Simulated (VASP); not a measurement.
## Nb2PdSe5: single point with PBE

Crystal: Nb2PdSe5.

```
CELL_PARAMETERS angstrom
-2.65266 3.15364 5.32250
2.65266 -3.15364 5.32250
2.65266 3.15364 -5.32250
ATOMIC_POSITIONS crystal
Nb 0.00000 0.00000 0.00000
Nb 0.50000 0.00000 0.50000
Pd 0.50000 0.50000 0.00000
Se 0.55789 0.81007 0.74782
Se 0.93775 0.18993 0.74782
Se 0.44211 0.18993 0.25218
Se 0.06225 0.81007 0.25218
Se 0.00000 0.50000 0.50000
```

The cell was generated, and may not be a known phase.

```json
{"Program": "VASP 6.6.1", "Task": "single point", "Functional": "PBE", "Potentials or basis": "VASP PAW PBE potentials, release 64 (Nb_sv, Pd, Se)", "Cutoff": "520 eV", "k mesh": "4 × 4 × 4", "Occupations": "gaussian, width 0.1 eV", "Spin": "collinear spin", "Starting moments": "[0.0, 0.0, 1.0, 0.0, 0.0, 0.0, 0.0, 0.0] μB", "Dipole correction": "no", "Further INCAR settings": "ALGO = Normal; EDIFF = 1e-06; NBANDS = 47"}
```

```json
{
 "Pressure": "0.5 GPa",
 "Largest force": "0.161 eV/Å",
 "Band gap on the k mesh": "zero (filled and empty bands overlap)",
 "Net moment": "0.00 μB per cell",
 "Valence electrons inside the program's atomic spheres": "Nb 10.56, 10.64; Pd 9.18; Se 3.79, 3.77 (each value once)"
}
```

Forces on the atoms (eV/Å):
```
Nb   0.000  0.000  0.000
Nb   0.000  0.000  0.000
Pd   0.000  0.000  0.000
Se   0.000 -0.043  0.155
Se   0.000 -0.043 -0.155
Se   0.000  0.043 -0.155
Se   0.000  0.043  0.155
Se   0.000  0.000  0.000
```

Stress tensor (GPa, compression positive):
```
 1.28  0.00  0.00
 0.00  0.20  0.00
 0.00  0.00 -0.03
```

Levels at points of the mesh, in eV from the Fermi level:
Spin up:
```tsv
k point	band 31	band 32	band 33	band 34	band 35	band 36
(0.00, 0.00, 0.00)	-0.17	0.03	0.20	0.21	0.35	0.44
(0.50, 0.00, 0.00)	-0.91	-0.40	0.22	0.34	1.00	1.46
(0.00, 0.50, 0.00)	-0.45	-0.43	-0.12	0.13	0.81	0.88
(0.50, 0.50, 0.00)	-1.19	-0.21	-0.12	-0.05	0.68	0.73
(0.50, 0.50, 0.50)	-1.21	-0.92	-0.84	0.17	0.78	1.33
```
Spin down:
```tsv
k point	band 30	band 31	band 32	band 33	band 34	band 35	band 36	band 37
(0.00, 0.00, 0.00)	-0.52	-0.17	0.03	0.20	0.21	0.35	0.44	0.97
(0.50, 0.00, 0.00)	-1.44	-0.91	-0.40	0.22	0.34	1.00	1.46	1.55
(0.00, 0.50, 0.00)	-0.58	-0.45	-0.43	-0.11	0.13	0.81	0.88	0.92
(0.50, 0.50, 0.00)	-1.28	-1.19	-0.21	-0.12	-0.05	0.68	0.74	1.53
(0.50, 0.50, 0.50)	-1.30	-1.21	-0.92	-0.84	0.17	0.78	1.33	1.55
```

Wall time 4.2 min on 1 thread of Intel(R) Xeon(R) 6975P-C (Granite Rapids), on a shared host, peak memory 0.58 GiB.
